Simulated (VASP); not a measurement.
# WS2: single point with PBEsol

The system is WS2.

```xyz
6
Lattice="3.0893 0.0000 0.0000 -1.5446 2.6754 0.0000 0.0000 0.0000 12.4668" Properties=species:S:1:pos:R:3 pbc="T T T"
W     0.0000    1.7836    3.1167
W     1.5446    0.8918    9.3501
S     0.0000    1.7836    7.8110
S     1.5446    0.8918    1.5777
S     0.0000    1.7836   10.8891
S     1.5446    0.8918    4.6557
```

| Property | Result |
| --- | --- |
| Program | VASP 6.6.1 |
| Task | single point |
| Functional | PBEsol |
| Potentials or basis | VASP PAW PBE potentials, release 64 (W_sv, S) |
| Cutoff | 520 eV |
| k mesh | 12 × 12 × 2 |
| Occupations | gaussian, width 0.05 eV |
| Spin | no spin polarisation |
| Dipole correction | no |
| Further INCAR settings | ALGO = Normal; EDIFF = 1e-06; NBANDS = 35 |

```yaml
Pressure: 10.4 GPa
Largest_force: 1.106 eV/Å
Band_gap_on_the_k_mesh: 1.07 eV, indirect (least direct gap 2.00 eV)
```

Forces on the atoms (eV/Å):
```
W    0.000  0.000  0.000
W    0.000  0.000  0.000
S    0.000  0.000 -1.106
S    0.000  0.000 -1.106
S    0.000  0.000  1.106
S    0.000  0.000  1.106
```

Stress tensor (GPa, compression positive):
```
10.07  0.00  0.00
 0.00 10.07  0.00
 0.00  0.00 10.92
```

Levels at points of the mesh, in eV from the valence-band top:
| k point | band 24 | band 25 | band 26 | band 27 | band 28 | band 29 |
| --- | --- | --- | --- | --- | --- | --- |
| (0.00, 0.00, 0.00) | -1.70 | -1.31 | 0.00 | 2.56 | 2.56 | 2.56 |
| (0.50, 0.00, 0.00) | -1.70 | -1.69 | -1.57 | 2.62 | 2.66 | 2.86 |
| (0.00, 0.00, 0.50) | -2.23 | -0.37 | -0.37 | 2.55 | 2.55 | 2.55 |
| (0.50, 0.00, 0.50) | -1.77 | -1.63 | -1.63 | 2.64 | 2.64 | 3.06 |

Wall time 95 s on 1 thread of Intel(R) Xeon(R) Platinum 8488C (Sapphire Rapids), on a shared host, peak memory 0.27 GiB.

Caveat: the PAW data sets were made with another functional, which shifts forces and pressure a little; spin-orbit coupling is left out, which moves the levels of the heavy elements; this functional lacks dispersion, which binds the layers, so the pressure and a relaxed spacing across them are unreliable. A k mesh can miss the band edges.
